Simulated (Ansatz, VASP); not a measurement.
# Two plane-wave programs on B6Pd

```
B Pd
1.0
     0.00000    3.34998    3.34998
     3.34998    0.00000    3.34998
     3.34998    3.34998    0.00000
B Pd
6 1
Direct
  0.31628 0.68372 0.68372
  0.68372 0.31628 0.31628
  0.68372 0.31628 0.68372
  0.31628 0.68372 0.31628
  0.68372 0.68372 0.31628
  0.31628 0.31628 0.68372
  0.00000 0.00000 0.00000
```

Alike in both runs: functional PBE; k mesh 10 × 10 × 10; occupations gaussian, width 0.1 eV; no spin polarisation.

Ansatz relaxed the structure, and its values are those at the end. VASP's run is a single point on that final structure, the one shown.

```csv
,VASP,Ansatz
version,VASP 6.6.1,Ansatz 0.2.0
potentials or method,"VASP PAW PBE potentials, release 64 (B, Pd), cutoff 520 eV","scalar-relativistic, plane waves, PAW"
valence electrons in the cell,28,36
```

```tsv
	VASP	Ansatz	Ansatz less VASP
gap on the k mesh at the Fermi level (eV)	none	none	-
pressure (GPa)	0.1	0.0	-0.05
rms of the force components (eV/Å)	0.011	0.002	-0.0092
```

A gap of «none» marks a metal or a gap that the smearing closes. VASP's potentials hold 28 valence electrons a cell and Ansatz's 36, so a difference there can come from the potentials and not from the codes.
